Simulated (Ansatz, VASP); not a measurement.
TiPd in VASP and in Ansatz

```
Ti Pd
1.0
     3.18000    0.01590    0.01590
     0.01590    3.18000    0.01590
     0.01590    0.01590    3.18000
Ti Pd
1 1
Cartesian
  1.6059 1.6059 1.6059
  0.0000 0.0000 0.0000
```

Change from the starting cell: equal xy, yz and zx shear strains of +1 %, crystal datasets.

Alike in both runs: task electric field gradients; functional PBEsol; k mesh 13 × 13 × 13; occupations fermi-dirac, width 0.08 eV; no spin polarisation.

|  | VASP | Ansatz |
| --- | --- | --- |
| version | VASP 6.6.1 | Ansatz 0.2.0 |
| potentials or method | VASP PAW PBE potentials, release 64 (Ti_sv, Pd), cutoff 520 eV | all-electron PAW with datasets made for the crystal, scalar-relativistic |

VASP gave:

* pressure (GPa): -6.9
* traceless stress, the component that is largest in VASP (GPa): -0.42
* size of Vzz on the site where it differs most (V/Å²): 4.4

Q: Which values does Ansatz return?

A: Pressure (GPa): -6.8; traceless stress, the component that is largest in VASP (GPa): -0.42; size of Vzz on the site where it differs most (V/Å²): 8.1.

VASP's potentials were made for PBE, not for PBEsol. Ansatz ran all-electron here, and VASP with PAW potentials.
